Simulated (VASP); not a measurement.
Input of a VASP 6.6.1 run:

The input INCAR:

```
ALGO = Normal
EDIFF = 1E-7
ENCUT = 520
GGA = PE
ISIF = 2
ISMEAR = 0
LASPH = T
LCHARG = F
LREAL = F
LWAVE = F
NBANDS = 16
NELM = 100
PREC = Accurate
SIGMA = 0.05
```

File KPOINTS:

```
k-points
0
Gamma
  9 9 6
```

POSCAR

```
Se
1.0
    4.5342935495      0.0000000000      0.0000000000
   -2.2671467748      3.9268134021      0.0000000000
    0.0000000000      0.0000000000      5.1443077566
Se
3
Direct
    0.2254000000      0.0000000000      0.3333333333
    0.0000000000      0.2254000000      0.6666666667
    0.7746000000      0.7746000000      0.0000000000
```

Potentials or basis: VASP PAW PBE potentials, release 64 (Se).

Launch:

```console
$ cat potpaw_PBE.64/Se/POTCAR > POTCAR
$ mpirun -np 1 vasp_std > vasp.out
```

Q: What does it give for the pressure?

A: -2.7 GPa.

Q: What does it give for the largest force?

A: 0.606 eV/Å.

Q: What does it give for the band gap on the k mesh?

A: 0.92 eV (least direct gap 1.09 eV).

Stress tensor (GPa, compression positive):
```
-2.22  0.00  0.00
 0.00 -2.22  0.00
 0.00  0.00 -3.54
```

A k mesh can miss the band edges. A hybrid or GW would open this gap; PBE tends to underestimate it.
